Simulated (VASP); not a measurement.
# TaN (Fmm2) in VASP: single point with LDA

Aim: the single point of TaN with LDA.

Everything below comes from runs of VASP 6.6.1. Logs are shortened: lines on timing, memory, paths and dates and some standing lists are left out, and cuts for length are marked.

## 1. The cell of the first run

Symmetry: Fmm2, No. 42, orthorhombic system. The conventional cell has a = 4.349 Å, b = 4.522 Å, c = 4.522 Å, α = 90.00°, β = 90.00°, γ = 90.00°. Within 2.8 Å of Ta (site symmetry mm2) lie 6 N at 2.12 to 2.40 Å. N (site symmetry mm2) has 6 Ta at 2.12 to 2.40 Å within 2.8 Å.

## 2. Single point, LDA (atoms displaced along a vibrational mode, the cell strained)

Contents of INCAR:

```
PREC = Accurate
ENCUT = 520
EDIFF = 1E-6
ISMEAR = 0
SIGMA = 0.15
LREAL = False
LASPH = True
NELM = 60
ALGO = Normal
ISIF = 2
LWAVE = False
LCHARG = False
GGA = CA
NBANDS = 15
```

Contents of KPOINTS:

```
Automatic mesh
0
Gamma
  18 18 18
```

Contents of POSCAR:

```
TaN
1.0
    0.0000000000      2.2612401490      2.1742693740
    2.2612401490      0.0000000000      2.1742693740
    2.2612401490      2.2612401490      0.0000000000
Ta N
1 1
Direct
    0.4978193580      0.5021806420      0.5021806420
    0.0281703825     -0.0281703825     -0.0281703825
```

Potentials or basis: VASP PAW LDA potentials, release 64 (Ta_pv, N).

Launch:

```bash
> cat potpaw_LDA.64/Ta_pv/POTCAR potpaw_LDA.64/N/POTCAR > POTCAR
> mpirun -np 1 vasp_std > vasp.out
```

OUTCAR:

```text
PREC = Accurate
   ENCUT = 520
   EDIFF = 1E-6
   ISMEAR = 0
   LREAL = False
   LASPH = True
   NELM = 60
   ISIF = 2
   GGA = CA

 ion  position               nearest neighbor table
   1  0.498  0.502  0.502-   2 2.12   2 2.18   2 2.18   2 2.27   2 2.27   2 2.40
   2  0.028  0.972  0.972-   1 2.12   1 2.18   1 2.18   1 2.27   1 2.27   1 2.40

  LATTYP: Found a body centered tetragonal cell.
 ALAT       =     3.1978764865
 C/A-ratio  =     1.3598207330

  Lattice vectors:

 A1 = (   0.0000000000,  -2.2612401490,  -2.1742693740)
 A2 = (   0.0000000000,   2.2612401490,  -2.1742693740)
 A3 = (   2.2612401490,   0.0000000000,   2.1742693740)

Analysis of symmetry for initial positions (statically):
=====================================================================
 Subroutine PRICEL returns:
 Original cell was already a primitive cell.

 Routine SETGRP: Setting up the symmetry group for a
 body centered tetragonal supercell.

 Subroutine GETGRP returns: Found  4 space group operations
 (whereof  4 operations were pure point group operations)
 out of a pool of 16 trial point group operations.

The static configuration has the point symmetry C_2v.

Analysis of symmetry for dynamics (positions and initial velocities):
=====================================================================
 Subroutine PRICEL returns:
 Original cell was already a primitive cell.

 Routine SETGRP: Setting up the symmetry group for a
 body centered tetragonal supercell.

 Subroutine GETGRP returns: Found  4 space group operations
 (whereof  4 operations were pure point group operations)
 out of a pool of 16 trial point group operations.

The dynamic configuration has the point symmetry C_2v.

 Subroutine INISYM returns: Found  4 space group operations
 (whereof  4 operations are pure point group operations),
 and found     1 'primitive' translations

----------------------------------------------------------------------------------------

                                     Primitive cell

  volume of cell :      22.2350

  direct lattice vectors                    reciprocal lattice vectors
     0.000000000  2.261240149  2.174269374    -0.221117602  0.221117602  0.229962306
     2.261240149  0.000000000  2.174269374     0.221117602 -0.221117602  0.229962306
     2.261240149  2.261240149  0.000000000     0.221117602  0.221117602 -0.229962306

  length of vectors
     3.136981722  3.136981722  3.197876486     0.388160599  0.388160599  0.388160599

  position of ions in fractional coordinates (direct lattice)
     0.497819358  0.502180642  0.502180642
     0.028170383  0.971829617  0.971829617

  ion indices of the primitive-cell ions
   primitive index   ion index
                 1           1
                 2           2

----------------------------------------------------------------------------------------

 KPOINTS: Automatic mesh

Automatic generation of k-mesh.
 Grid dimensions read from file:
 generate k-points for:   18   18   18

 Generating k-lattice:

  Cartesian coordinates                     Fractional coordinates (reciprocal lattice)
    -0.012284311  0.012284311  0.012775684     0.055555556 -0.000000000  0.000000000
     0.012284311 -0.012284311  0.012775684    -0.000000000  0.055555556  0.000000000
     0.012284311  0.012284311 -0.012775684     0.000000000  0.000000000  0.055555556

  Length of vectors
     0.021564478  0.021564478  0.021564478

  Shift w.r.t. Gamma in fractional coordinates (k-lattice)
     0.000000000  0.000000000  0.000000000

 Subroutine IBZKPT returns following result:
 ===========================================

 Found    865 irreducible k-points:

 Following reciprocal coordinates:
            Coordinates               Weight
  0.000000  0.000000  0.000000      1.000000
  0.055556  0.000000  0.000000      8.000000
  0.111111  0.000000  0.000000      8.000000
  0.166667  0.000000  0.000000      8.000000
  0.222222  0.000000  0.000000      8.000000
  0.277778  0.000000  0.000000      8.000000
[... 16 lines left out ...]
 -0.277778  0.055556  0.000000      8.000000
 -0.222222  0.055556  0.000000      8.000000
 [... further k-points ...]
   k-points           NKPTS =    865   k-points in BZ     NKDIM =    865   number of bands    NBANDS=     15
   number of dos      NEDOS =    301   number of ions     NIONS =      2
   total plane-waves  NPLWV =  13824
   dimension x,y,z NGX =    24 NGY =   24 NGZ =   24
   dimension x,y,z NGXF=    48 NGYF=   48 NGZF=   48
   ions per type =               1   1
   NGX,Y,Z   is equivalent  to a cutoff of  12.72, 12.72, 12.48 a.u.
   NGXF,Y,Z  is equivalent  to a cutoff of  25.44, 25.44, 24.95 a.u.
 SYSTEM =  unknown system
   PREC   = accura    normal or accurate (medium, high low for compatibility)
   ISTART =      0    job   : 0-new  1-cont  2-samecut
   ICHARG =      2    charge: 1-file 2-atom 10-const
   ISPIN  =      1    spin polarized calculation?
   LNONCOLLINEAR =      F non collinear calculations
   LSORBIT =      F    spin-orbit coupling
   LASPH  =      T    aspherical Exc in radial PAW
   ENCUT  =  520.0 eV  38.22 Ry    6.18 a.u.   5.83  5.83  5.95*2*pi/ulx,y,z
   NELM   =     60;   NELMIN=  2; NELMDL= -5     # of ELM steps
   EDIFF  = 0.1E-05   stopping-criterion for ELM
   LREAL  =      F    real-space projection
   EDIFFG = 0.1E-04   stopping-criterion for IOM
   NSW    =      0    number of steps for IOM
   IBRION =     -1    ionic relax: 0-MD 1-quasi-New 2-CG
   NFREE  =      0    steps in history (QN), initial steepest desc. (CG)
   ISIF   =      2    stress and relaxation
   ISYM   =      2    0-nonsym 1-usesym 2-fastsym
   POTIM  = 0.5000    time-step for ionic-motion
   TEBEG  =    0.0;   TEEND  =   0.0 temperature during run
   PSTRESS=    0.0 pullay stress
   NELECT =      16.0000    total number of electrons
   NUPDOWN=      -1.0000    fix difference up-down
   EMIN   =  10.00;   EMAX   =-10.00  energy-range for DOS
   EFERMI =   0.00;   METHOD = LEGACY
   ISMEAR =     0;   SIGMA  =   0.15  broadening in eV -4-tet -1-fermi 0-gaus
   EFERMI_NEDOS =   21; number of points for ismear=-14 and -15
   IALGO  =     38    algorithm
   IMIX   =      4    mixing-type and parameters
     AMIX     =   0.40;   BMIX     =  1.00
     AMIX_MAG =   1.60;   BMIX_MAG =  1.00
  volume/ion in A,a.u.               =      11.12        75.02
  Fermi-wavevector in a.u.,A,eV,Ry     =   1.467020  2.772265 29.281731  2.152147
  Thomas-Fermi vector in A             =   2.582687
   LORBIT       =      0    0 simple, 1 ext, 2 COOP (PROOUT), +10 PAW based schemes
   GGA     = CA    functional components
   LHFCALC =     F    Hartree Fock is set to
   AEXX    =    0.0000 exact exchange contribution
   IVDW    =     0    specifies the selected vdW correction
   LEPSILON=     F    determine dielectric tensor
   LRPA    =     F    only Hartree local field effects (RPA)
 non-spin polarized calculation
 Gauss-broadening in eV      SIGMA  =   0.15
  energy-cutoff  :      520.00
  volume of cell :       22.23
 maximum number of plane-waves:       612
   NGX = 11   NGY = 11   NGZ = 11

 number of electron      15.9999999 magnetization

 Free energy of the ion-electron system (eV)
  ---------------------------------------------------
  ext. energy  EPLUGINS =         0.00000000
  ---------------------------------------------------
  free energy    TOTEN  =       -23.96187888 eV

  energy without entropy =      -23.95157783  energy(sigma->0) =      -23.95672836

 E-fermi :   8.8338     XC(G=0): -13.4107

 val. band max:        8.8319365050   @ k =   0.0000  -0.1111   0.2778
 cond. band min:       8.8391107542   @ k =   0.2778   0.0556   0.0000
 fundamental gap:      0.0071742491
 Fermi energy:         8.8337875222

 k-point     1 :       0.0000    0.0000    0.0000
  band No.  band energies     occupation
      1     -26.7390      2.00000
      2     -26.7285      2.00000
      3     -26.7077      2.00000
      4      -9.3659      2.00000
      5       4.7998      2.00000
      6       4.8514      2.00000
      7       4.8741      2.00000
      8       6.7581      2.00000
      9       7.2973      2.00000
     10       7.5479      2.00000
     11       8.7361      1.64281
     12       9.2040      0.00048
     13      10.5936      0.00000
     14      18.3202      0.00000
     15      20.2343      0.00000

 k-point     2 :       0.0556    0.0000    0.0000
  band No.  band energies     occupation
      1     -26.7546      2.00000
      2     -26.7350      2.00000
      3     -26.7141      2.00000
      4      -9.2955      2.00000
      5       4.3258      2.00000
      6       4.6792      2.00000
      7       4.8846      2.00000
      8       6.8242      2.00000
      9       7.3172      2.00000
     10       7.5400      2.00000
     11       9.0768      0.02197
     12       9.4835      0.00000
     13      10.8452      0.00000
     14      18.5401      0.00000
     15      20.2342      0.00000

 k-point     3 :       0.1111    0.0000    0.0000
  band No.  band energies     occupation
      1     -26.8189      2.00000
      2     -26.7448      2.00000
      3     -26.7215      2.00000
      4      -9.0904      2.00000
      5       3.5796      2.00000
      6       4.2135      2.00000
      7       4.4731      2.00000
      8       7.0408      2.00000
      9       7.4607      2.00000
     10       7.6330      2.00000
     11       9.8467      0.00000
     12      10.1783      0.00000
     13      11.4905      0.00000
     14      19.1580      0.00000
     15      20.2340      0.00000
[... 343 lines left out ...]
 k-point    23 :      -0.2778    0.0556    0.0000
  band No.  band energies     occupation
      1     -27.2050      2.00000
      2     -26.7880      2.00000
      3     -26.7769      2.00000
      4      -7.7534      2.00000
      5       0.7001      2.00000
      6       2.3367      2.00000
      7       2.7489      2.00000
      8       8.2605      2.00000
      9       8.7799      1.38868
     10       9.5483      0.00000
     11      13.2719      0.00000
     12      13.4124      0.00000
     13      13.8799      0.00000
     14      20.2146      0.00000
     15      20.7347      0.00000

 k-point    24 :      -0.2222    0.0556    0.0000
  band No.  band energies     occupation
      1     -27.0819      2.00000
      2     -26.7714      2.00000
      3     -26.7661      2.00000
      4      -8.2113      2.00000
      5       1.4938      2.00000
      6       2.7832      2.00000
      7       3.2444      2.00000
      8       7.7461      2.00000
      9       8.2633      2.00000
     10       8.9791      0.17065
     11      12.2338      0.00000
     12      12.8310      0.00000
     13      12.9204      0.00000
     14      20.2294      0.00000
     15      21.0493      0.00000

 [... further k-points ...]
[... 5 lines left out ...]
  --------------------------------------------------------------------------------------
  -------------------------------------------------------------------------------------
  Total       -2.9368187     -3.9826464     -1.3138033      0.0000000      0.0000000      0.0000000
  in kB     -211.6172170   -286.9760197    -94.6682226      0.0000000      0.0000000      0.0000000
  external PRESSURE =    -197.7538198 kB  Pullay stress =       0.0000000 kB

 VOLUME and BASIS-vectors are now :
 -----------------------------------------------------------------------------
  energy-cutoff  :      520.00
  volume of cell :       22.23
      direct lattice vectors                 reciprocal lattice vectors
     0.000000000  2.261240149  2.174269374    -0.221117602  0.221117602  0.229962306
     2.261240149  0.000000000  2.174269374     0.221117602 -0.221117602  0.229962306
     2.261240149  2.261240149  0.000000000     0.221117602  0.221117602 -0.229962306

 POSITION                                       TOTAL-FORCE (eV/Angst)
 -----------------------------------------------------------------------------------
      2.27110      2.26124      2.17427        -0.632523      0.000000      0.000000
      4.39508      2.26124      2.17427         0.632523      0.000000      0.000000
 -----------------------------------------------------------------------------------
    total drift:                                0.000181      0.000000     -0.000000

  FREE ENERGIE OF THE ION-ELECTRON SYSTEM (eV)
  ---------------------------------------------------
  free  energy   TOTEN  =       -23.9618788798 eV

  energy  without entropy=      -23.9515778306  energy(sigma->0) =      -23.95672836
```

It took 3.5 min on 1 thread of Intel Xeon Platinum 8175M at 2.50GHz (Skylake/Cascade Lake), shared host; peak memory 0.38 GiB.

What came out:

```
Free energy            : -23.9619 eV
Pressure               : -19.8 GPa
Largest force          : 0.633 eV/Å
Band gap on the k mesh : zero (bands 8 and 9 overlap by 3.23 eV)
```

Forces on the atoms (eV/Å):
```
Ta  -0.633  0.000  0.000
N    0.633  0.000  0.000
```

Levels at points of the mesh, in eV from the Fermi level:
```
           k point  band 6  band 7  band 8  band 9  band 10  band 11
(0.00, 0.00, 0.00)   -3.98   -3.96   -2.08   -1.54    -1.29    -0.10
(0.50, 0.00, 0.00)   -7.20   -7.17    1.62    1.88     1.95     3.70
(0.50, 0.50, 0.00)   -5.86   -4.61   -3.77    2.12     3.34     3.35
(0.50, 0.00, 0.50)   -5.78   -4.51   -3.51    2.00     3.10     3.56
(0.00, 0.50, 0.50)   -5.08   -4.42   -4.29    1.88     3.09     3.55
```

Caveat: the cell differs from its parent crystal (atoms displaced along a vibrational mode, the cell strained); the cell stands under tension; spin-orbit coupling is left out, which moves the levels of the heavy elements.
